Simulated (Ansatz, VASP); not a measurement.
**Two plane-wave programs on Ti3SnO8**

```xyz
12
Lattice="3.8373 0.0000 0.0000 0.0000 3.8373 0.0000 0.0000 0.0000 10.0584" Properties=species:S:1:pos:R:3 pbc="T T T"
Ti    1.9186    1.9186    5.0292
Ti    0.0000    1.9186    2.6411
Ti    1.9186    0.0000    7.4173
Sn    0.0000    0.0000    0.0000
O     0.0000    1.9186    4.6215
O     1.9186    0.0000    9.4453
O     0.0000    0.0000    2.1749
O     1.9186    1.9186    7.0134
O     0.0000    1.9186    0.6131
O     1.9186    0.0000    5.4369
O     0.0000    0.0000    7.8835
O     1.9186    1.9186    3.0450
```

Alike in both runs: functional PBE; k mesh 4 × 4 × 2; occupations gaussian, width 0.1 eV; collinear spin.

Ansatz relaxed the structure, and its values are those at the end. VASP's run is a single point on that final structure, the one shown.

```csv
,VASP,Ansatz
version,VASP 6.6.1,Ansatz 0.2.0
potentials or method,"VASP PAW PBE potentials, release 64 (Ti_sv, Sn_d, O), cutoff 520 eV","scalar-relativistic, plane waves, PAW"
valence electrons in the cell,98,98
```

Ansatz gave:

```
gap on the k mesh at the Fermi level (eV) : 2.14
least direct gap on the mesh (eV)         : 2.29
pressure (GPa)                            : 0.0
rms of the force components (eV/Å)        : 0.007
net moment per atom (μB)                  : 0.00
```

Question: Estimate VASP's values.

Answer: gap on the k mesh at the Fermi level (eV): 2.12; least direct gap on the mesh (eV): 2.27; pressure (GPa): 0.6; rms of the force components (eV/Å): 0.015; net moment per atom (μB): 0.00.

With one functional, cell and mesh, what is left measures potentials, basis and numerics. Ansatz's warnings: seeded moment not kept.
